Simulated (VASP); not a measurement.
# AlIn2N3 (Cmc2_1) in VASP: a series of runs

AlIn2N3 is run at these levels: PBEsol; tasks: single point.

Everything below comes from runs of VASP 6.6.1. Logs are shortened: lines on timing, memory, paths and dates and some standing lists are left out, and cuts for length are marked.

## (1) The cell of the first run

The structure is orthorhombic, space group Cmc2_1 (No. 36). Conventional cell: a = 10.187 Å, b = 5.863 Å, c = 5.445 Å, α = 90.00°, β = 90.00°, γ = 90.00°. Within 2.5 Å of Al (site symmetry m) lie 4 N at 1.89 to 1.91 Å. In (site symmetry 1) has 4 N at 2.15 to 2.17 Å within 2.9 Å. Within 2.5 Å of N (site symmetry 1) lie 1 Al at 1.89 Å and 3 In at 2.15 to 2.17 Å. Within 2.5 Å of N (site symmetry m) lie 2 Al at 1.90 to 1.91 Å and 2 In at 2.16 Å.

## (2) Single point, PBEsol

The input, INCAR:

```
SYSTEM = AlIn2N3
PREC = Accurate ; ENCUT = 520
EDIFF = 1E-6 ; ISMEAR = 0
SIGMA = 0.05 ; LREAL = .False.
LASPH = .True. ; NELM = 60
ALGO = Normal ; ISIF = 2
LWAVE = .False. ; LCHARG = .True.
GGA = PS ; LELF = .True.
LVHAR = .True. ; NBANDS = 56
```

The input, KPOINTS:

```
Automatic mesh
0
Gamma
  6 6 6
  0 0 0
```

The input, POSCAR:

```
AlIn2N3
1.0
    5.0935041006     -2.9313072999      0.0000000000
    5.0935041006      2.9313072999      0.0000000000
    0.0000000000      0.0000000000      5.4450163397
Al In N
2 4 6
Direct
    0.3407110227      0.6592889773      0.9892706513
    0.6592889773      0.3407110227      0.4892706513
    0.9884507749      0.3355278298      0.9872690535
    0.6644721702      0.0115492251      0.9872690535
    0.0115492251      0.6644721702      0.4872690535
    0.3355278298      0.9884507749      0.4872690535
    0.9705347956      0.3327672719      0.3848498718
    0.6672327281      0.0294652044      0.3848498718
    0.0294652044      0.6672327281      0.8848498718
    0.3327672719      0.9705347956      0.8848498718
    0.3671604714      0.6328395286      0.3384914981
    0.6328395286      0.3671604714      0.8384914981
```

Potentials or basis: VASP PAW PBE potentials, release 64 (Al, In_d, N).

On the command line:

```bash
$ cat potpaw_PBE.64/Al/POTCAR potpaw_PBE.64/In_d/POTCAR potpaw_PBE.64/N/POTCAR > POTCAR
$ mpirun -np 1 vasp_std > vasp.out
```

OUTCAR:

```text
SYSTEM = AlIn2N3
   PREC = Accurate
   ENCUT = 520
   EDIFF = 1E-6
   ISMEAR = 0
   LREAL = .False.
   LASPH = .True.
   NELM = 60
   ISIF = 2
   GGA = PS

 ion  position               nearest neighbor table
   1  0.341  0.659  0.989-   9 1.89  10 1.89  12 1.90  11 1.91   3 3.29   4 3.29   2 3.30   2 3.30
                             5 3.32   6 3.32   6 3.34   5 3.34   3 3.44   4 3.44   4 3.44   3 3.44
   2  0.659  0.341  0.489-   7 1.89   8 1.89  11 1.90  12 1.91   6 3.29   5 3.29   1 3.30   1 3.30
                             3 3.32   4 3.32   4 3.34   3 3.34   5 3.44   6 3.44   6 3.44   5 3.44
   3  0.988  0.336  0.987-   9 2.15  10 2.16  12 2.16   7 2.17   1 3.29   4 3.30   2 3.32   2 3.34
                             5 3.38   5 3.38   6 3.40   6 3.40   4 3.44   4 3.44   1 3.44   1 3.44
   4  0.664  0.012  0.987-  10 2.15   9 2.16  12 2.16   8 2.17   1 3.29   3 3.30   2 3.32   2 3.34
                             6 3.38   6 3.38   5 3.40   5 3.40   3 3.44   3 3.44   1 3.44   1 3.44
   5  0.012  0.664  0.487-   7 2.15   8 2.16  11 2.16   9 2.17   2 3.29   6 3.30   1 3.32   1 3.34
                             3 3.38   3 3.38   4 3.40   4 3.40   6 3.44   6 3.44   2 3.44   2 3.44
   6  0.336  0.988  0.487-   8 2.15   7 2.16  11 2.16  10 2.17   2 3.29   5 3.30   1 3.32   1 3.34
                             4 3.38   4 3.38   3 3.40   3 3.40   5 3.44   5 3.44   2 3.44   2 3.44
   7  0.971  0.333  0.385-   2 1.89   5 2.15   6 2.16   3 2.17
   8  0.667  0.029  0.385-   2 1.89   6 2.15   5 2.16   4 2.17
   9  0.029  0.667  0.885-   1 1.89   3 2.15   4 2.16   5 2.17
  10  0.333  0.971  0.885-   1 1.89   4 2.15   3 2.16   6 2.17
  11  0.367  0.633  0.338-   2 1.90   1 1.91   5 2.16   6 2.16
  12  0.633  0.367  0.838-   1 1.90   2 1.91   3 2.16   4 2.16

  LATTYP: Found a base centered orthorhombic cell.
 ALAT       =     5.8626145998
 B/A-ratio  =     1.7376220162
 C/A-ratio  =     0.9287692798

  Lattice vectors:

 A1 = (  -5.0935041006,  -2.9313072999,   0.0000000000)
 A2 = (   5.0935041006,  -2.9313072999,   0.0000000000)
 A3 = (   0.0000000000,   0.0000000000,   5.4450163397)

Analysis of symmetry for initial positions (statically):
=====================================================================
 Subroutine PRICEL returns:
 Original cell was already a primitive cell.

 Routine SETGRP: Setting up the symmetry group for a
 base centered orthorhombic supercell.

 Subroutine GETGRP returns: Found  4 space group operations
 (whereof  2 operations were pure point group operations)
 out of a pool of  8 trial point group operations.

The static configuration has the point symmetry C_1h.
 The point group associated with its full space group is C_2v.

Analysis of symmetry for dynamics (positions and initial velocities):
=====================================================================
 Subroutine PRICEL returns:
 Original cell was already a primitive cell.
[... 149 lines left out ...]
     AMIX_MAG =   1.60;   BMIX_MAG =  1.00
  volume/ion in A,a.u.               =      13.55        91.44
  Fermi-wavevector in a.u.,A,eV,Ry     =   1.334136  2.521151 24.217254  1.779918
  Thomas-Fermi vector in A             =   2.462940
   LORBIT       =      0    0 simple, 1 ext, 2 COOP (PROOUT), +10 PAW based schemes
   GGA     = PS    functional components
   LHFCALC =     F    Hartree Fock is set to
   AEXX    =    0.0000 exact exchange contribution
   IVDW    =     0    specifies the selected vdW correction
   LEPSILON=     F    determine dielectric tensor
   LRPA    =     F    only Hartree local field effects (RPA)
 non-spin polarized calculation
 Gauss-broadening in eV      SIGMA  =   0.05
  energy-cutoff  :      520.00
  volume of cell :      162.60
 maximum number of plane-waves:      4402
 NGX is ok and might be reduce to    48
   NGX = 21   NGY = 21   NGZ = 21

 number of electron      87.9999988 magnetization

 Free energy of the ion-electron system (eV)
  ---------------------------------------------------
  ext. energy  EPLUGINS =         0.00000000
  ---------------------------------------------------
  free energy    TOTEN  =       -77.50482251 eV

  energy without entropy =      -77.50482251  energy(sigma->0) =      -77.50482251

 E-fermi :   6.5689     XC(G=0): -11.1101

 val. band max:        6.3498580023   @ k =   0.0000   0.0000   0.0000
 cond. band min:       7.3038874550   @ k =   0.0000   0.0000   0.0000
 fundamental gap:      0.9540294527
 Fermi energy:         6.5688868031

 k-point     1 :       0.0000    0.0000    0.0000
  band No.  band energies     occupation
      1      -8.3221      2.00000
      2      -8.1800      2.00000
      3      -7.9849      2.00000
      4      -7.9765      2.00000
      5      -7.8093      2.00000
      6      -7.6302      2.00000
[... 1405 lines left out ...]
     55      14.6411      0.00000
     56      14.9445      0.00000

 [... further k-points ...]

------------------------ aborting loop because EDIFF is reached ----------------------------------------

  FORCE on cell =-STRESS in cart. coord.  units (eV):
  Direction    XX          YY          ZZ          XY          YZ          ZX
  --------------------------------------------------------------------------------------
  -------------------------------------------------------------------------------------
  Total        0.1079093      0.1186962      0.1196716      0.0000000      0.0000000      0.0000000
  in kB        1.0633157      1.1696080      1.1792188      0.0000000      0.0000000      0.0000000
  external PRESSURE =       1.1373808 kB  Pullay stress =       0.0000000 kB

 VOLUME and BASIS-vectors are now :
 -----------------------------------------------------------------------------
  energy-cutoff  :      520.00
  volume of cell :      162.60
      direct lattice vectors                 reciprocal lattice vectors
     5.093504101 -2.931307300  0.000000000     0.098164248 -0.170572359  0.000000000
     5.093504101  2.931307300  0.000000000     0.098164248  0.170572359  0.000000000
     0.000000000  0.000000000  5.445016340     0.000000000  0.000000000  0.183654178

 POSITION                                       TOTAL-FORCE (eV/Angst)
 -----------------------------------------------------------------------------------
      5.09350      0.93385      5.38659        -0.000000      0.002003      0.001002
      5.09350     -0.93385      2.66409        -0.000000     -0.002003      0.001002
      6.74369     -1.91392      5.37570         0.001274     -0.000315     -0.003060
      3.44332     -1.91392      5.37570        -0.001274     -0.000315     -0.003060
      3.44332      1.91392      2.65319        -0.001274      0.000315     -0.003060
      6.74369      1.91392      2.65319         0.001274      0.000315     -0.003060
      6.63837     -1.86949      2.09551        -0.019228      0.011272      0.009581
      3.54863     -1.86949      2.09551         0.019228      0.011272      0.009581
      3.54863      1.86949      4.81802         0.019228     -0.011272      0.009581
      6.63837      1.86949      4.81802        -0.019228     -0.011272      0.009581
      5.09350      0.77879      1.84309        -0.000000     -0.018165     -0.014044
      5.09350     -0.77879      4.56560        -0.000000      0.018165     -0.014044
 -----------------------------------------------------------------------------------
    total drift:                               -0.000000     -0.000000     -0.000970

  FREE ENERGIE OF THE ION-ELECTRON SYSTEM (eV)
  ---------------------------------------------------
  free  energy   TOTEN  =       -77.5048225106 eV

  energy  without entropy=      -77.5048225106  energy(sigma->0) =      -77.50482251
```

stdout:

```text
POSCAR found type information on POSCAR AlInN
 POSCAR found :  3 types and      12 ions
 scaLAPACK will be used
 -----------------------------------------------------------------------------
|                                                                             |
|                                                                             |
|     You enforced a specific xc type in the INCAR file but a different       |
|     I HOPE YOU KNOW WHAT YOU ARE DOING!                                     |
|                                                                             |
 -----------------------------------------------------------------------------

 LDA part: xc-table for (Slater+PW92), standard interpolation
 POSCAR, INCAR and KPOINTS ok, starting setup
 FFT: planning ... GRIDC
 FFT: planning ... GRID_SOFT
 FFT: planning ... GRID
 WAVECAR not read
 entering main loop
```

Wall time 11 min (1 thread of AMD EPYC 7R43 (Zen 3), shared host); peak memory 0.48 GiB.

What came out:

```yaml
Free_energy: -77.5048 eV
Pressure: 0.1 GPa
Largest_force: 0.024 eV/Å
Band_gap_on_the_k_mesh: 0.95 eV
```

Forces in eV/Å, atoms in the order of the input:
```
Al   0.000  0.002  0.001
Al   0.000 -0.002  0.001
In   0.001  0.000 -0.003
In  -0.001  0.000 -0.003
In  -0.001  0.000 -0.003
In   0.001  0.000 -0.003
N   -0.019  0.011  0.010
N    0.019  0.011  0.010
N    0.019 -0.011  0.010
N   -0.019 -0.011  0.010
N    0.000 -0.018 -0.014
N    0.000  0.018 -0.014
```

Levels at points of the mesh, in eV from the valence-band top:
```tsv
k point	band 40	band 41	band 42	band 43	band 44	band 45	band 46	band 47	band 48	band 49
(0.00, 0.00, 0.00)	-0.64	-0.63	-0.06	-0.02	0.00	0.95	3.54	4.90	5.21	6.12
(0.50, 0.00, 0.00)	-0.89	-0.78	-0.67	-0.65	-0.45	3.63	3.69	4.76	4.86	5.51
(0.50, 0.50, 0.00)	-0.99	-0.81	-0.76	-0.53	-0.41	3.62	3.73	4.35	5.23	5.37
(0.00, 0.00, 0.50)	-0.71	-0.34	-0.34	-0.26	-0.26	3.24	3.24	5.97	5.97	5.99
(0.50, 0.00, 0.50)	-1.26	-1.03	-1.03	-0.96	-0.96	3.95	3.95	4.48	4.48	5.16
(0.50, 0.50, 0.50)	-1.28	-1.07	-1.07	-0.78	-0.78	4.00	4.00	4.56	4.56	5.01
```

Caveat: the PAW data sets were made with another functional, which shifts forces and pressure a little; spin-orbit coupling is left out, which moves the levels of the heavy elements.

## (3) Single point, PBEsol (biaxial strain in the a-b plane: -3.0 %)

The input, INCAR:

```
PREC = Accurate
ENCUT = 600
EDIFF = 1E-6
ISMEAR = 0
SIGMA = 0.02
LREAL = False
LASPH = True
NELM = 120
ALGO = Normal
ISIF = 2
LWAVE = False
LCHARG = True
GGA = PS
LELF = True
LVHAR = True
NBANDS = 56
GGA_COMPAT = False
```

The input, KPOINTS:

```
Automatic mesh
0
Gamma
  6 6 6
```

The input, POSCAR:

```
AlIn2N3
1.0
    4.9406989772     -2.8433680815      0.0000000000
    4.9406989772      2.8433680815      0.0000000000
    0.0000000000      0.0000000000      5.5430266336
Al In N
2 4 6
Direct
    0.3406538887      0.6593461113      0.9898737024
    0.6593461113      0.3406538887      0.4898737024
    0.9876968774      0.3359186013      0.9910192736
    0.6640813987      0.0123031226      0.9910192736
    0.0123031226      0.6640813987      0.4910192736
    0.3359186013      0.9876968774      0.4910192736
    0.9711200789      0.3324430782      0.3824847390
    0.6675569218      0.0288799211      0.3824847390
    0.0288799211      0.6675569218      0.8824847390
    0.3324430782      0.9711200789      0.8824847390
    0.3673565853      0.6326434147      0.3351182725
    0.6326434147      0.3673565853      0.8351182725
```

Potentials or basis: VASP PAW PBE potentials, release 64 (Al, In_d, N).

On the command line:

```bash
$ cat potpaw_PBE.64/Al/POTCAR potpaw_PBE.64/In_d/POTCAR potpaw_PBE.64/N/POTCAR > POTCAR
$ mpirun -np 1 vasp_std > vasp.out
```

It took 6 min on 1 thread of Intel Xeon 6975P-C (Granite Rapids), shared host; peak memory 0.6 GiB.

It converged, with:

```yaml
Free_energy: -77.1745 eV
Pressure: 7.8 GPa
Largest_force: 0.344 eV/Å
Band_gap_on_the_k_mesh: 0.98 eV
```

Forces in eV/Å, atoms in the order of the input:
```
Al   0.000 -0.038  0.262
Al   0.000  0.038  0.262
In  -0.021  0.017  0.296
In   0.021  0.017  0.296
In   0.021 -0.017  0.296
In  -0.021 -0.017  0.296
N    0.001  0.001 -0.255
N   -0.001  0.001 -0.255
N   -0.001 -0.001 -0.255
N    0.001 -0.001 -0.255
N    0.000 -0.011 -0.344
N    0.000  0.011 -0.344
```

Stress tensor (GPa, compression positive):
```
12.21  0.00  0.00
 0.00 11.91  0.00
 0.00  0.00 -0.79
```

Levels at points of the mesh, in eV from the valence-band top:
```
           k point  band 41  band 42  band 43  band 44  band 45  band 46  band 47  band 48
(0.00, 0.00, 0.00)    -0.56    -0.27    -0.04     0.00     0.98     3.98     4.60     4.93
(0.50, 0.00, 0.00)    -0.99    -0.78    -0.76    -0.52     3.66     3.76     4.83     5.24
(0.50, 0.50, 0.00)    -0.99    -0.91    -0.62    -0.48     3.64     3.81     4.51     5.43
(0.00, 0.00, 0.50)    -0.32    -0.32    -0.28    -0.28     3.35     3.35     5.88     5.88
(0.50, 0.00, 0.50)    -1.32    -1.32    -1.10    -1.10     3.92     3.92     4.44     4.44
(0.50, 0.50, 0.50)    -1.28    -1.28    -0.97    -0.97     3.90     3.90     4.56     4.56
```

Caveat: the cell differs from its parent crystal (biaxial strain in the a-b plane: -3.0 %); the cell stands under pressure; the PAW data sets were made with another functional, which shifts forces and pressure a little; spin-orbit coupling is left out, which moves the levels of the heavy elements.

(Continued in part 2 of 2.)
